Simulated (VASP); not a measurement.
Write the native input for VASP 6.6.1 that does the following.

| Quantity | Value |
| --- | --- |
| Task | single point |
| Functional | PBE |
| Dispersion | D3(BJ) |
| Potentials or basis | VASP PAW PBE potentials, release 64 (Cu) |
| Cutoff | 520 eV |
| k mesh | 2 × 2 × 1 |
| Occupations | fermi-dirac, width 0.1 eV |
| Spin | no spin polarisation |
| Dipole correction | no |
| Further INCAR settings | ALGO = Normal; EDIFF = 1e-06; NBANDS = 78 |

The structure of Cu lies in POSCAR:

```
Cu
1.0
    5.1053110000      0.0000000000      0.0000000000
    2.5526550000      4.4213290000      0.0000000000
    0.0000000000      0.0000000000     17.1684690000
Cu
12
Direct
    0.1666599093      0.1666693431      0.0582463119
    0.6666686257      0.1666693431      0.0582463119
    0.1666700955      0.6666773723      0.0582463119
    0.6666592245      0.6666773723      0.0582463119
   -0.1032237176      0.2936899742      0.2104322756
    0.3780129485      0.2787397183      0.1914498025
   -0.1719980723      0.8126063453      0.1741739464
    0.3580691695      0.7410893874      0.1784958228
    0.0036480486      0.0176191367      0.3478003775
    0.5535834689     -0.0327955689      0.2980929750
    0.0417287754      0.5398150647      0.3020828473
    0.5440584682      0.4953714143      0.3218749441
```

These files were run (other wordings do the same):

INCAR

```
  PREC = Accurate
  ENCUT = 520
  EDIFF = 1E-6
  ISMEAR = -1
  SIGMA = 0.1
  LREAL = False
  LASPH = True
  NELM = 100
  ALGO = Normal
  ISIF = 2
  LWAVE = False
  LCHARG = False
  GGA = PE
  IVDW = 12
  NBANDS = 78
```

KPOINTS

```
regular mesh
0
Gamma
  2 2 1
```

Potentials or basis: VASP PAW PBE potentials, release 64 (Cu).

Run with:

```sh
$ cat potpaw_PBE.64/Cu/POTCAR > POTCAR
$ mpirun -np 1 vasp_std > vasp.out
```

Results of the run:

- Largest force: 1.339 eV/Å
- Band gap on the k mesh: zero (bands 66 and 67 overlap by 0.34 eV)
- Dispersion energy per atom: -0.369 eV

Caveat: the k points lie up to 0.71 Å⁻¹ apart; the atoms stand as in a frame of molecular dynamics; there is no dipole correction, which matters where the two faces differ.

Run time: 2.9 min on 1 thread of AMD EPYC 9R45 96-Core Processor (Zen 5), with other jobs on the host, peak memory 0.45 GiB.
